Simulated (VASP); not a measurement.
A run of VASP 6.6.1 is set up as follows.

INCAR

```
PREC = Accurate
ENCUT = 400
EDIFF = 1E-8
ISMEAR = -1
SIGMA = 0.02
LREAL = False
LASPH = True
NELM = 120
ALGO = Normal
ISIF = 2
LWAVE = False
LCHARG = False
GGA = PE
LEFG = True
NBANDS = 16
GGA_COMPAT = False
```

File KPOINTS:

```
regular mesh
0
Gamma
  7 7 7
```

File POSCAR:

```
CdS
1.0
    0.0000000000      2.9429534649      2.9135239302
    2.9429534649      0.0000000000      2.9135239302
    2.9429534649      2.9429534649      0.0000000000
Cd S
1 1
Direct
    0.0000000000      0.0000000000      0.0000000000
    0.7500000000      0.7500000000      0.7500000000
```

Potentials or basis: VASP PAW PBE potentials, release 64 (Cd, S).

Launch:

```bash
$ cat potpaw_PBE.64/Cd/POTCAR potpaw_PBE.64/S/POTCAR > POTCAR
$ mpirun -np 1 vasp_std > vasp.out
```

(1) What does it give for the band gap on the k mesh?

(2) Predict the pressure.

## Answers

(1) 1.09 eV, direct.

(2) 1.7 GPa.

Caveat: the cell differs from its parent crystal (zz strain of -1 %); without QUAD_EFG the Cq values of the log hold for a quadrupole moment of 1 mb, not for the nuclei.
